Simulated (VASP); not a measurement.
# NaH6 (Pm-3m) in VASP: a series of runs, part 2 of 3

VASP 6.6.1. The steps go on from the part before.

## Step 3: Relaxation of cell and atoms, PBE

This run uses another cell than the first one, of 8.05 Å³/atom, 0.859 times its volume.

Contents of INCAR:

```
SYSTEM = NaH6
PREC = Accurate
ENCUT = 600
EDIFF = 1E-6
ISMEAR = 0
SIGMA = 0.1
LREAL = .FALSE.
LASPH = .TRUE.
NELM = 100
ALGO = Normal
ISIF = 3
LWAVE = .FALSE.
LCHARG = .FALSE.
GGA = PE
IBRION = 2
NSW = 100
EDIFFG = -0.01
```

Contents of KPOINTS:

```
regular mesh
0
G
  10 10 10
  0 0 0
```

Contents of POSCAR:

```
NaH6
1.0
    3.8345357177      0.0000000000      0.0000000000
    0.0000000000      3.8345357177      0.0000000000
    0.0000000000      0.0000000000      3.8345357177
Na H
1 6
Direct
    0.0000000000      0.0000000000      0.0000000000
    0.1097853453      0.5000000000      0.5000000000
    0.5000000000      0.1097853453      0.5000000000
    0.8902146547      0.5000000000      0.5000000000
    0.5000000000      0.8902146547      0.5000000000
    0.5000000000      0.5000000000      0.1097853453
    0.5000000000      0.5000000000      0.8902146547
```

Potentials or basis: VASP PAW PBE potentials, release 64 (Na_pv, H).

Launch:

```
$ cat potpaw_PBE.64/Na_pv/POTCAR potpaw_PBE.64/H/POTCAR > POTCAR
$ mpirun -np 1 vasp_std > vasp.out
```

OUTCAR:

```text
SYSTEM = NaH6
   PREC = Accurate
   ENCUT = 600
   EDIFF = 1E-6
   ISMEAR = 0
   LREAL = .FALSE.
   LASPH = .TRUE.
   NELM = 100
   ISIF = 3
   GGA = PE
   IBRION = 2
   NSW = 100
   EDIFFG = -0.01

 ion  position               nearest neighbor table
   1  0.000  0.000  0.000-
   2  0.110  0.500  0.500-   4 0.84
   3  0.500  0.110  0.500-   5 0.84
   4  0.890  0.500  0.500-   2 0.84
   5  0.500  0.890  0.500-   3 0.84
   6  0.500  0.500  0.110-   7 0.84
   7  0.500  0.500  0.890-   6 0.84

  LATTYP: Found a simple cubic cell.
 ALAT       =     3.8345357177

  Lattice vectors:

 A1 = (   3.8345357177,   0.0000000000,   0.0000000000)
 A2 = (   0.0000000000,   3.8345357177,   0.0000000000)
 A3 = (   0.0000000000,   0.0000000000,   3.8345357177)

Analysis of symmetry for initial positions (statically):
=====================================================================
 Subroutine PRICEL returns:
 Original cell was already a primitive cell.

 Routine SETGRP: Setting up the symmetry group for a
 simple cubic supercell.

 Subroutine GETGRP returns: Found 48 space group operations
 (whereof 48 operations were pure point group operations)
 out of a pool of 48 trial point group operations.

The static configuration has the point symmetry O_h .

Analysis of symmetry for dynamics (positions and initial velocities):
=====================================================================
 Subroutine PRICEL returns:
 Original cell was already a primitive cell.

 Routine SETGRP: Setting up the symmetry group for a
 simple cubic supercell.

 Subroutine GETGRP returns: Found 48 space group operations
 (whereof 48 operations were pure point group operations)
 out of a pool of 48 trial point group operations.

The dynamic configuration has the point symmetry O_h .

 Subroutine INISYM returns: Found 48 space group operations
 (whereof 48 operations are pure point group operations),
 and found     1 'primitive' translations

----------------------------------------------------------------------------------------

                                     Primitive cell

  volume of cell :      56.3817

  direct lattice vectors                    reciprocal lattice vectors
     3.834535718  0.000000000  0.000000000     0.260787765  0.000000000  0.000000000
     0.000000000  3.834535718  0.000000000     0.000000000  0.260787765  0.000000000
     0.000000000  0.000000000  3.834535718     0.000000000  0.000000000  0.260787765

  length of vectors
     3.834535718  3.834535718  3.834535718     0.260787765  0.260787765  0.260787765

  position of ions in fractional coordinates (direct lattice)
     0.000000000  0.000000000  0.000000000
     0.109785345  0.500000000  0.500000000
     0.500000000  0.109785345  0.500000000
     0.890214655  0.500000000  0.500000000
     0.500000000  0.890214655  0.500000000
     0.500000000  0.500000000  0.109785345
     0.500000000  0.500000000  0.890214655

  ion indices of the primitive-cell ions
   primitive index   ion index
                 1           1
                 2           2
                 3           3
                 4           4
                 5           5
[... 70 lines left out ...]
   LSORBIT =      F    spin-orbit coupling
   LASPH  =      T    aspherical Exc in radial PAW
   ENCUT  =  600.0 eV  44.10 Ry    6.64 a.u.   7.66  7.66  7.66*2*pi/ulx,y,z
   NELM   =    100;   NELMIN=  2; NELMDL= -5     # of ELM steps
   EDIFF  = 0.1E-05   stopping-criterion for ELM
   LREAL  =      F    real-space projection
   EDIFFG = -.1E-01   stopping-criterion for IOM
   NSW    =    100    number of steps for IOM
   IBRION =      2    ionic relax: 0-MD 1-quasi-New 2-CG
   NFREE  =      1    steps in history (QN), initial steepest desc. (CG)
   ISIF   =      3    stress and relaxation
   ISYM   =      2    0-nonsym 1-usesym 2-fastsym
   POTIM  = 0.5000    time-step for ionic-motion
   TEBEG  =    0.0;   TEEND  =   0.0 temperature during run
   PSTRESS=    0.0 pullay stress
   NELECT =      13.0000    total number of electrons
   NUPDOWN=      -1.0000    fix difference up-down
   EMIN   =  10.00;   EMAX   =-10.00  energy-range for DOS
   EFERMI =   0.00;   METHOD = LEGACY
   ISMEAR =     0;   SIGMA  =   0.10  broadening in eV -4-tet -1-fermi 0-gaus
   EFERMI_NEDOS =   21; number of points for ismear=-14 and -15
   IALGO  =     38    algorithm
   IMIX   =      4    mixing-type and parameters
     AMIX     =   0.40;   BMIX     =  1.00
     AMIX_MAG =   1.60;   BMIX_MAG =  1.00
  volume/ion in A,a.u.               =       8.05        54.35
  Fermi-wavevector in a.u.,A,eV,Ry     =   1.003868  1.897035 13.711277  1.007750
  Thomas-Fermi vector in A             =   2.136447
   LORBIT       =      0    0 simple, 1 ext, 2 COOP (PROOUT), +10 PAW based schemes
   GGA     = PE    functional components
   LHFCALC =     F    Hartree Fock is set to
   AEXX    =    0.0000 exact exchange contribution
   IVDW    =     0    specifies the selected vdW correction
   LEPSILON=     F    determine dielectric tensor
   LRPA    =     F    only Hartree local field effects (RPA)
 conjugate gradient relaxation of ions
 non-spin polarized calculation
 Gauss-broadening in eV      SIGMA  =   0.10
  energy-cutoff  :      600.00
  volume of cell :       56.38
 maximum number of plane-waves:      1924
 NGX is ok and might be reduce to    32
   NGX = 15   NGY = 15   NGZ = 15

--------------------------------------- Ionic step        1  -------------------------------------------

 number of electron      12.9999996 magnetization

 Free energy of the ion-electron system (eV)
  ---------------------------------------------------
  ext. energy  EPLUGINS =         0.00000000
  ---------------------------------------------------
  free energy    TOTEN  =       -20.14062224 eV

  energy without entropy =      -20.13147187  energy(sigma->0) =      -20.13604705

------------------------ aborting loop because EDIFF is reached ----------------------------------------

  FORCE on cell =-STRESS in cart. coord.  units (eV):
  Direction    XX          YY          ZZ          XY          YZ          ZX
  --------------------------------------------------------------------------------------
  -------------------------------------------------------------------------------------
  Total        0.1173625      0.1173625      0.1173625      0.0000000      0.0000000      0.0000000
  in kB        3.3350453      3.3350453      3.3350453      0.0000000      0.0000000      0.0000000
  external PRESSURE =       3.3350453 kB  Pullay stress =       0.0000000 kB
[... 104 lines left out ...]
  FREE ENERGIE OF THE ION-ELECTRON SYSTEM (eV)
  ---------------------------------------------------
  free  energy   TOTEN  =       -20.1462943823 eV

  energy  without entropy=      -20.1378521824  energy(sigma->0) =      -20.14207328

[... ionic steps 4 to 7 ...]

--------------------------------------- Ionic step        8  -------------------------------------------

 number of electron      12.9999986 magnetization

------------------------ aborting loop because EDIFF is reached ----------------------------------------
[... 77 lines left out ...]
--------------------------------------- Ionic step       10  -------------------------------------------

 number of electron      12.9999985 magnetization

 Free energy of the ion-electron system (eV)
  ---------------------------------------------------
  ext. energy  EPLUGINS =         0.00000000
  ---------------------------------------------------
  free energy    TOTEN  =       -20.16823808 eV

  energy without entropy =      -20.15892542  energy(sigma->0) =      -20.16358175

 E-fermi :   2.0210     XC(G=0):  -7.3855

 val. band max:        1.9831846517   @ k =   0.4000   0.3000   0.1000
 cond. band min:       2.0491666056   @ k =   0.4000   0.3000   0.0000
 fundamental gap:      0.0659819540
 Fermi energy:         2.0210318919

 k-point     1 :       0.0000    0.0000    0.0000
  band No.  band energies     occupation
      1     -24.9412      2.00000
      2     -24.9412      2.00000
      3     -24.9412      2.00000
      4      -9.5179      2.00000
      5      -5.6702      2.00000
      6      -5.6702      2.00000
      7       3.6491      0.00000
      8       3.6491      0.00000
      9       3.6491      0.00000
     10       4.4050      0.00000
[... 287 lines left out ...]
 k-point    24 :       0.3000    0.1000    0.1000
  band No.  band energies     occupation
      1     -24.9473      2.00000
      2     -24.9416      2.00000
      3     -24.9415      2.00000
      4      -8.8507      2.00000
      5      -6.5328      2.00000
      6      -5.7455      2.00000
      7       2.4078      0.00000
      8       4.3098      0.00000
      9       4.5617      0.00000
     10       5.6414      0.00000

 [... further k-points ...]
[... 5 lines left out ...]
  --------------------------------------------------------------------------------------
  -------------------------------------------------------------------------------------
  Total       -0.0119585     -0.0119585     -0.0119585     -0.0000000     -0.0000000      0.0000000
  in kB       -0.2980004     -0.2980004     -0.2980004     -0.0000000     -0.0000000      0.0000000
  external PRESSURE =      -0.2980004 kB  Pullay stress =       0.0000000 kB
[... 22 lines left out ...]
  FREE ENERGIE OF THE ION-ELECTRON SYSTEM (eV)
  ---------------------------------------------------
  free  energy   TOTEN  =       -20.1682380806 eV

  energy  without entropy=      -20.1589254167  energy(sigma->0) =      -20.16358175

 reached required accuracy - stopping structural energy minimisation
```

Wall time 90 s (1 thread of AMD EPYC 9R45 (Zen 5), shared host); peak memory 0.16 GiB.

Results:

```yaml
Free_energy: -20.1682 eV
Relaxed_volume: 9.18 Å³/atom
Relaxed_cell: a = 4.006 Å, b = 4.006 Å, c = 4.006 Å, α = 90.00°, β = 90.00°, γ = 90.00°
Space_group_after_relaxing_to_0.05_Å: Pm-3m (No. 221)
Energy_gained_by_relaxing: 3.9 meV/atom
Ionic_steps: 10
Pressure_after_relaxing: 0.0 GPa
```

Step by step:
```
step  energy change (eV)  largest force (eV/Å)  pressure (GPa)  volume (Å³)
   1              0.0000                0.2283            0.33        56.38
   2             -0.0048                0.1175            1.45        56.52
   3             -0.0057                0.0143            1.12        56.48
   4             -0.0086                0.0161            1.02        56.95
   5             -0.0160                0.0228            0.78        58.36
   6             -0.0249                0.0469            0.42        61.25
   7             -0.0238                0.1283            0.07        67.32
   8             -0.0270                0.0914            0.25        64.11
   9             -0.0021                0.5205           -1.57        65.51
  10             -0.0276                0.0012           -0.03        64.29
```

Final structure:
```cif
data_structure
_symmetry_space_group_name_H-M 'P 1'
_symmetry_Int_Tables_number 1
_cell_length_a 4.0061
_cell_length_b 4.0061
_cell_length_c 4.0061
_cell_angle_alpha 90.000
_cell_angle_beta 90.000
_cell_angle_gamma 90.000
_cell_volume 64.29
loop_
_atom_site_label
_atom_site_type_symbol
_atom_site_fract_x
_atom_site_fract_y
_atom_site_fract_z
_atom_site_occupancy
Na1 Na 0.00000 0.00000 0.00000 1
H1 H 0.10176 0.50000 0.50000 1
H2 H 0.50000 0.10176 0.50000 1
H3 H 0.89824 0.50000 0.50000 1
H4 H 0.50000 0.89824 0.50000 1
H5 H 0.50000 0.50000 0.10176 1
H6 H 0.50000 0.50000 0.89824 1
```

Levels at points of the mesh, in eV from the Fermi level:
```
           k point  band 3  band 4  band 5  band 6  band 7  band 8  band 9  band 10
(0.00, 0.00, 0.00)  -26.96  -11.54   -7.69   -7.69    1.63    1.63    1.63     2.38
(0.50, 0.00, 0.00)  -26.96  -10.45   -9.29   -7.57    0.94    2.71    2.71     3.38
(0.50, 0.50, 0.00)  -26.96   -9.24   -9.01   -9.01   -0.39    0.68    3.44     3.44
(0.50, 0.50, 0.50)  -26.97   -8.84   -8.84   -8.84   -2.15    1.02    1.02     1.02
```

## Step 4: Single point, PBE

Contents of INCAR:

```
PREC     = Accurate       # precision mode
ENCUT    = 520            # plane-wave cutoff, eV
EDIFF    = 1E-6           # SCF threshold, eV
ISMEAR   = 0              # smearing method
SIGMA    = 0.1            # smearing width, eV
LREAL    = F              # projectors in reciprocal space
LASPH    = T              # aspherical terms in the spheres
NELM     = 100            # most SCF steps
ALGO     = Normal         # electronic algorithm
ISIF     = 2              # what is computed and relaxed
LWAVE    = F              # write WAVECAR
LCHARG   = T              # write CHGCAR
GGA      = PE             # functional
LELF     = T              # ELF
LVHAR    = T            
NBANDS   = 16             # bands
```

Contents of KPOINTS:

```
Automatic mesh
0
Gamma
  10 10 10
```

Contents of POSCAR:

```
NaH6
1.0
    4.0335261339      0.0000000000      0.0000000000
    0.0000000000      4.0335261339      0.0000000000
    0.0000000000      0.0000000000      4.0335261339
Na H
1 6
Direct
    0.0000000000      0.0000000000      0.0000000000
    0.1008307326      0.5000000000      0.5000000000
    0.5000000000      0.1008307326      0.5000000000
    0.8991692674      0.5000000000      0.5000000000
    0.5000000000      0.8991692674      0.5000000000
    0.5000000000      0.5000000000      0.1008307326
    0.5000000000      0.5000000000      0.8991692674
```

Potentials or basis: VASP PAW PBE potentials, release 64 (Na_pv, H).

Launch:

```
$ cat potpaw_PBE.64/Na_pv/POTCAR potpaw_PBE.64/H/POTCAR > POTCAR
$ mpirun -np 1 vasp_std > vasp.out
```

OUTCAR:

```text
PREC = Accurate
   ENCUT = 520
   EDIFF = 1E-6
   ISMEAR = 0
   LREAL = F
   LASPH = T
   NELM = 100
   ISIF = 2
   GGA = PE

 ion  position               nearest neighbor table
   1  0.000  0.000  0.000-
   2  0.101  0.500  0.500-   4 0.81
   3  0.500  0.101  0.500-   5 0.81
   4  0.899  0.500  0.500-   2 0.81
   5  0.500  0.899  0.500-   3 0.81
   6  0.500  0.500  0.101-   7 0.81
   7  0.500  0.500  0.899-   6 0.81

  LATTYP: Found a simple cubic cell.
[... 663 lines left out ...]
  -------------------------------------------------------------------------------------
  Total       -0.0735607     -0.0735607     -0.0735607      0.0000000      0.0000000      0.0000000
  in kB       -1.7959809     -1.7959809     -1.7959809      0.0000000      0.0000000      0.0000000
  external PRESSURE =      -1.7959809 kB  Pullay stress =       0.0000000 kB

 VOLUME and BASIS-vectors are now :
 -----------------------------------------------------------------------------
  energy-cutoff  :      520.00
  volume of cell :       65.62
      direct lattice vectors                 reciprocal lattice vectors
     4.033526134  0.000000000  0.000000000     0.247922033  0.000000000  0.000000000
     0.000000000  4.033526134  0.000000000     0.000000000  0.247922033  0.000000000
     0.000000000  0.000000000  4.033526134     0.000000000  0.000000000  0.247922033

 POSITION                                       TOTAL-FORCE (eV/Angst)
 -----------------------------------------------------------------------------------
      0.00000      0.00000      0.00000        -0.000000     -0.000000      0.000000
      0.40670      2.01676      2.01676         0.001926     -0.000000      0.000000
      2.01676      0.40670      2.01676        -0.000000      0.001926      0.000000
      3.62682      2.01676      2.01676        -0.001926     -0.000000     -0.000000
      2.01676      3.62682      2.01676        -0.000000     -0.001926     -0.000000
      2.01676      2.01676      0.40670        -0.000000     -0.000000      0.001926
      2.01676      2.01676      3.62682         0.000000     -0.000000     -0.001926
 -----------------------------------------------------------------------------------
    total drift:                               -0.000000     -0.000000     -0.000000

  FREE ENERGIE OF THE ION-ELECTRON SYSTEM (eV)
  ---------------------------------------------------
  free  energy   TOTEN  =       -20.1693837515 eV

  energy  without entropy=      -20.1595470170  energy(sigma->0) =      -20.16446538
```

OSZICAR:

```text
N       E                     dE             d eps       ncg     rms          rms(c)
DAV:   1     0.512265152909E+02    0.51227E+02   -0.57613E+03  1800   0.688E+02
DAV:   2    -0.177816899821E+02   -0.69008E+02   -0.65472E+02  2008   0.202E+02
DAV:   3    -0.216212759203E+02   -0.38396E+01   -0.38258E+01  2368   0.447E+01
DAV:   4    -0.216593423747E+02   -0.38066E-01   -0.38059E-01  1968   0.500E+00
DAV:   5    -0.216598485884E+02   -0.50621E-03   -0.50621E-03  2408   0.564E-01    0.661E+00
DAV:   6    -0.205699178064E+02    0.10899E+01   -0.59484E-01  2160   0.316E+00    0.344E+00
DAV:   7    -0.201675552067E+02    0.40236E+00   -0.78800E-01  2256   0.328E+00    0.391E-01
DAV:   8    -0.201692514507E+02   -0.16962E-02   -0.21159E-02  1880   0.117E+00    0.151E-01
DAV:   9    -0.201694212302E+02   -0.16978E-03   -0.97462E-04  2240   0.165E-01    0.392E-02
DAV:  10    -0.201693823170E+02    0.38913E-04   -0.89258E-05  2296   0.872E-02    0.150E-02
DAV:  11    -0.201693844239E+02   -0.21069E-05   -0.88360E-06  2040   0.167E-02    0.799E-03
DAV:  12    -0.201693837515E+02    0.67235E-06   -0.18204E-06  2056   0.747E-03
   1 F= -.20169384E+02 E0= -.20164465E+02  d E =-.983673E-02
```

stdout:

```text
POSCAR found type information on POSCAR NaH
 POSCAR found :  2 types and       7 ions
 scaLAPACK will be used
 LDA part: xc-table for (Slater+PW92), standard interpolation
 POSCAR, INCAR and KPOINTS ok, starting setup
 FFT: planning ... GRIDC
 FFT: planning ... GRID_SOFT
 FFT: planning ... GRID
 WAVECAR not read
 entering main loop
```

Wall time 24 s (1 thread of AMD EPYC 9R45 (Zen 5), shared host); peak memory 0.16 GiB.

Results:

```
Free energy : -20.1694 eV
Pressure    : -0.2 GPa
```

(Part 2 of 3 ends here.)
